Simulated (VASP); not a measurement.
A run of VASP 6.6.1 is set up as follows.

Contents of POSCAR:

```
AlN
1.0
    3.1110021516      0.0000000000      0.0000000000
   -1.5555010758      2.6942068945      0.0000000000
    0.0000000000      0.0000000000      4.9780000000
Al N
2 2
Direct
    0.3333333333      0.6666666667      0.0000000000
    0.6666666667      0.3333333333      0.5000000000
    0.3333333333      0.6666666667      0.3850000000
    0.6666666667      0.3333333333      0.8850000000
```

The input INCAR.step1:

```
ALGO     = Normal         # electronic algorithm
EDIFF    = 1E-4           # SCF threshold, eV
ENCUT    = 600            # plane-wave cutoff, eV
GGA      = PE             # functional
ISMEAR   = 0              # smearing method
LASPH    = True           # aspherical terms in the spheres
LCHARG   = False          # write CHGCAR
LREAL    = False          # projectors in reciprocal space
LWAVE    = True           # write WAVECAR
NELM     = 100            # most SCF steps
PREC     = Accurate       # precision mode
SIGMA    = 0.02           # smearing width, eV
```

Contents of INCAR.step2:

```
ALGO     = Normal         # electronic algorithm
EDIFF    = 1E-7           # SCF threshold, eV
EDIFFG   = -0.005         # ionic threshold
ENCUT    = 600            # plane-wave cutoff, eV
IBRION   = 2              # ionic algorithm
ISIF     = 3              # what is computed and relaxed
ISMEAR   = 0              # smearing method
ISTART   = 1            
LASPH    = True           # aspherical terms in the spheres
LCHARG   = False          # write CHGCAR
LMIXTAU  = True         
LREAL    = False          # projectors in reciprocal space
LWAVE    = False          # write WAVECAR
METAGGA  = R2SCAN         # meta-GGA
NELM     = 100            # most SCF steps
NSW      = 100            # ionic steps
PREC     = Accurate       # precision mode
SIGMA    = 0.02           # smearing width, eV
```

File KPOINTS:

```
k-points
0
Gamma
  12 12 6
```

Potentials or basis: VASP PAW PBE potentials, release 64 (Al, N).

The run is started by

```bash
$ cat potpaw_PBE.64/Al/POTCAR potpaw_PBE.64/N/POTCAR > POTCAR
$ cp INCAR.step1 INCAR
$ mpirun -np 1 vasp_std > vasp.out
$ cp INCAR.step2 INCAR
$ mpirun -np 1 vasp_std > vasp.out
```

Task: What does it give for the relaxed volume?

Result: 10.39 Å³/atom.

Task: Estimate the band gap on the k mesh.

Result: 4.93 eV, direct.

Task: Predict the space group after relaxing (to 0.05 Å).

Result: P6_3mc (No. 186).

Task: Estimate the relaxed cell.

Result: a = 3.105 Å, b = 3.105 Å, c = 4.975 Å, α = 90.00°, β = 90.00°, γ = 120.00°.

Final structure:
```cif
data_structure
_symmetry_space_group_name_H-M 'P 1'
_symmetry_Int_Tables_number 1
_cell_length_a 3.1054
_cell_length_b 3.1054
_cell_length_c 4.9750
_cell_angle_alpha 90.000
_cell_angle_beta 90.000
_cell_angle_gamma 120.000
_cell_volume 41.55
loop_
_atom_site_label
_atom_site_type_symbol
_atom_site_fract_x
_atom_site_fract_y
_atom_site_fract_z
_atom_site_occupancy
Al1 Al 0.33333 0.66667 0.00168 1
Al2 Al 0.66667 0.33333 0.50168 1
N1 N 0.33333 0.66667 0.38332 1
N2 N 0.66667 0.33333 0.88332 1
```

Caveat: the PAW data sets were made with another functional, which shifts forces and pressure a little. A k mesh can miss the band edges.
